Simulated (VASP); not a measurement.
Crystal: AlP (pbe).

```
Al P
1.0
     0.00000    2.73200    2.73200
     2.73200    0.00000    2.73200
     2.73200    2.73200    0.00000
Al P
1 1
Direct
  0.00000 0.00000 0.00000
  0.25000 0.25000 0.25000
```

```yaml
Program: VASP 6.6.1
Task: relaxation of cell and atoms
Functional: PBE
Potentials_or_basis: VASP PAW PBE potentials, release 64 (Al, P)
Cutoff: 500 eV
k_mesh: 8 × 8 × 8
Occupations: gaussian, width 0.02 eV
Spin: no spin polarisation
```

At the start: pressure 2.0 GPa; volume 20.39 Å³/atom.

Task: Where does the relaxation end?

Result: Over 3 steps the energy falls by 2.8 meV/atom and the volume is 20.86 Å³/atom (+2.3 %); space group F-43m (No. 216, to 0.05 Å).

The path:
| step | energy change (eV) | largest force (eV/Å) | pressure (GPa) | volume (Å³) |
| --- | --- | --- | --- | --- |
| 1 | 0.0000 | 0.0000 | 1.98 | 40.78 |
| 2 | -0.0037 | 0.0000 | -1.08 | 42.29 |
| 3 | -0.0057 | 0.0000 | 0.00 | 41.72 |

Final structure:
```
Al P
1.0
     0.00000    2.75278    2.75278
     2.75278    0.00000    2.75278
     2.75278    2.75278    0.00000
Al P
1 1
Direct
  0.00000 0.00000 0.00000
  0.25000 0.25000 0.25000
```
